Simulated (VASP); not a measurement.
Input of a VASP 6.6.1 run:

INCAR

```
PREC = Accurate
ENCUT = 600
EDIFF = 1E-6
ISMEAR = 0
SIGMA = 0.1
LREAL = False
LASPH = True
NELM = 100
ALGO = Fast
ISIF = 3
LWAVE = False
LCHARG = False
GGA = PE
IBRION = 2
NSW = 100
EDIFFG = -0.01
```

File KPOINTS:

```
Automatic mesh
0
Gamma
  12 12 12
```

File POSCAR:

```
Y2Os
1.0
    0.0000000000      3.3889445487      3.3889445487
    3.3889445487      0.0000000000      3.3889445487
    3.3889445487      3.3889445487      0.0000000000
Y Os
2 1
Direct
    0.2500000000      0.2500000000      0.2500000000
    0.7500000000      0.7500000000      0.7500000000
    0.0000000000      0.0000000000      0.0000000000
```

Potentials or basis: VASP PAW PBE potentials, release 64 (Y_sv, Os).

The run is started by

```sh
$ cat potpaw_PBE.64/Y_sv/POTCAR potpaw_PBE.64/Os/POTCAR > POTCAR
$ mpirun -np 1 vasp_std > vasp.out
```

**Question.** Predict the band gap on the k mesh.

**Answer.** Zero (bands 15 and 16 overlap by 0.60 eV).

Final structure:
```
Y Os
1.0
     0.00000    3.38894    3.38894
     3.38894    0.00000    3.38894
     3.38894    3.38894    0.00000
Y Os
2 1
Direct
  0.25000 0.25000 0.25000
  0.75000 0.75000 0.75000
  0.00000 0.00000 0.00000
```

Caveat: the relaxation stopped at its first step, so nothing moved; spin-orbit coupling is left out, which moves the levels of the heavy elements.
